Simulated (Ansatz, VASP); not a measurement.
**BN: VASP beside Ansatz**

POSCAR

```
BN
1.0
    0.0558742404      1.7885066868      1.7885066868
    1.7885066868      0.0558742404      1.7885066868
    1.7885066868      1.7885066868      0.0558742404
B N
1 1
Direct
    0.0004442732      0.0004442732      0.0004442732
    0.2495557268      0.2495557268      0.2495557268
```

Contents of INCAR.step1:

```
PREC     = Accurate       # precision mode
ENCUT    = 520            # plane-wave cutoff, eV
EDIFF    = 1E-5           # SCF threshold, eV
ISMEAR   = 0              # smearing method
SIGMA    = 0.01           # smearing width, eV
LREAL    = F              # projectors in reciprocal space
LASPH    = T              # aspherical terms in the spheres
NELM     = 80             # most SCF steps
ALGO     = Normal         # electronic algorithm
ISIF     = 2              # what is computed and relaxed
LWAVE    = T              # write WAVECAR
LCHARG   = F              # write CHGCAR
NBANDS   = 11             # bands
GGA      = PE             # functional
```

The input INCAR.step2:

```
PREC     = Accurate       # precision mode
ENCUT    = 520            # plane-wave cutoff, eV
EDIFF    = 1E-6           # SCF threshold, eV
ISMEAR   = 0              # smearing method
SIGMA    = 0.01           # smearing width, eV
LREAL    = F              # projectors in reciprocal space
LASPH    = T              # aspherical terms in the spheres
NELM     = 80             # most SCF steps
ALGO     = Normal         # electronic algorithm
ISIF     = 2              # what is computed and relaxed
LWAVE    = F              # write WAVECAR
LCHARG   = F              # write CHGCAR
GGA      = PE             # functional
LHFCALC  = T              # exact exchange
HFSCREEN = 0.2079         # screening, 1/A
PRECFOCK = Normal       
NBANDS   = 11             # bands
ISTART   = 1
```

KPOINTS

```
regular mesh
0
Gamma
  8 8 8
```

Input for Ansatz:

```yaml
crystal:
  lattice:
    - [0.0558742404, 1.7885066868, 1.7885066868]
    - [1.7885066868, 0.0558742404, 1.7885066868]
    - [1.7885066868, 1.7885066868, 0.0558742404]
  atoms:
    - { symbol: B, position: [0.0004442732, 0.0004442732, 0.0004442732] }
    - { symbol: "N", position: [0.2495557268, 0.2495557268, 0.2495557268] }
kpoints:
  mp_grid: { grid: [8, 8, 8] }
  band_path:
    path:
      - [0.0, 0.0, 0.0]
      - [-0.5, -0.5, 0.0]
      - [-0.375, -0.375, 0.25]
      - [-0.375, 0.0, 0.375]
      - [0.0, 0.0, 0.5]
      - [-0.5, -0.25, 0.25]
      - [-0.002604, -0.002604, -0.002604]
      - [0.0, 0.5, 0.5]
    npoints: 1
hamiltonian:
  xc: hse06
scf:
  occupations: { method: fixed }
  n_extra_bands: 4
output:
  forces: true
  stress: true
  eigenvalues: true
```

Change from the starting cell: epitaxial_111 strain -4.0%.

Alike in both runs: task single point; functional HSE06; k mesh 8 × 8 × 8; no spin polarisation.

|  | VASP | Ansatz |
| --- | --- | --- |
| version | VASP 6.6.1 | Ansatz 0.2.0 |
| potentials or method | VASP PAW PBE potentials, release 64 (B, N) | plane waves, PAW |
| plane-wave cutoff (eV) | 520 | 420 |
| occupations | gaussian, width 0.01 eV | fixed |
| valence electrons in the cell | 8 | 8 |

Ansatz gave:

- gap on the k mesh at the Fermi level (eV): 5.71
- pressure (GPa): 30.1
- traceless stress, the component that is largest in VASP (GPa): -17.42
- rms of the force components (eV/Å): 0.022

Q: What did VASP give for the same quantities?

A: gap on the k mesh at the Fermi level (eV): 5.69; pressure (GPa): 30.8; traceless stress, the component that is largest in VASP (GPa): -17.54; rms of the force components (eV/Å): 0.028.

Atom by atom the forces differ by 0.006 eV/Å (rms over components). Both programs put the cell under a high pressure, so it lies far from rest at this level. Ansatz's warnings: stress exchange threshold loose, stress scf threshold loose.
